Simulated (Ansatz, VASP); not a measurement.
**Na in VASP and in Ansatz**

```
CELL_PARAMETERS angstrom
3.73744 0.00000 0.00000
-1.86872 3.23672 0.00000
0.00000 0.00000 6.13029
ATOMIC_POSITIONS crystal
Na 0.33333 0.66667 0.25000
Na 0.66667 0.33333 0.75000
```

Change from the starting cell: volume scaled by 1, PAW files.

Alike in both runs: task single point; functional PBE; k mesh 12 × 12 × 6; occupations fermi-dirac, width 0.05 eV; no spin polarisation.

|  | VASP | Ansatz |
| --- | --- | --- |
| version | VASP 6.6.1 | Ansatz 0.2.0 |
| potentials or method | VASP PAW PBE potentials, release 64 (Na_pv) | PAW with Ansatz's default frozen-core files, scalar-relativistic |
| plane-wave cutoff (eV) | 520 | 420 |
| valence electrons in the cell | 14 | 18 |

|  | VASP | Ansatz | Ansatz less VASP |
| --- | --- | --- | --- |
| pressure (GPa) | 0.0 | 0.0 | 0.00 |

With one functional, cell and mesh, what is left measures potentials, basis and numerics. VASP's potentials hold 14 valence electrons a cell and Ansatz's 18, so a difference there can come from the potentials and not from the codes.
